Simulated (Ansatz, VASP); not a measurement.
## N: VASP beside Ansatz

File INCAR:

```
PREC = Accurate
ENCUT = 520
EDIFF = 1E-6
ISMEAR = 0
SIGMA = 0.005
LREAL = False
LASPH = True
NELM = 60
ALGO = Normal
ISIF = 2
LWAVE = False
LCHARG = False
GGA = CA
IBRION = 2
NSW = 100
EDIFFG = -0.01
ISYM = 0
```

Contents of KPOINTS:

```
regular mesh
0
Gamma
  1 1 1
```

POSCAR

```
N
1.0
   15.0000000000      0.0000000000      0.0000000000
    0.0000000000     15.5000000000      0.0000000000
    0.0000000000      0.0000000000     16.0000000000
N
2
Direct
    0.5017982093      0.4990469909      0.4667333543
    0.4982017907      0.5009530091      0.5332666457
```

Input for Ansatz:

```yaml
crystal:
  lattice:
    - [15.0, 0.0, 0.0]
    - [0.0, 15.5, 0.0]
    - [0.0, 0.0, 16.0]
  atoms:
    - { symbol: "N", position: [0.5017982093, 0.4990469909, 0.4667333543] }
    - { symbol: "N", position: [0.4982017907, 0.5009530091, 0.5332666457] }
  symmetry: { detect: false }
basis:
  ecutwfc: 420
kpoints:
  mp_grid: { grid: [1, 1, 1] }
hamiltonian:
  xc: lda
scf:
  occupations: { method: gaussian, width: 0.005 }
output:
  forces: true
  eigenvalues: true
relax:
  adjacent_minimum: "off"
  f_tol: 0.01
  max_steps: 80
```

Alike in both runs: task relaxation of the atoms; functional LDA; k mesh 1 × 1 × 1; occupations gaussian, width 0.005 eV; no spin polarisation.

```csv
,VASP,Ansatz
version,VASP 6.6.1,Ansatz 0.2.0
potentials or method,"VASP PAW LDA potentials, release 64 (N), cutoff 520 eV","scalar-relativistic, plane waves, PAW"
valence electrons in the cell,10,10
```

|  | VASP | Ansatz | Ansatz less VASP |
| --- | --- | --- | --- |
| gap on the k mesh at the Fermi level, each at its own relaxed structure (eV) | 8.09 | 8.25 | +0.167 |

LDA's correlation is that of Perdew and Zunger in VASP and of Perdew and Wang (1992) in Ansatz.

Noted on VASP's run: the standard files for N, O and F lose accuracy on very short bonds.
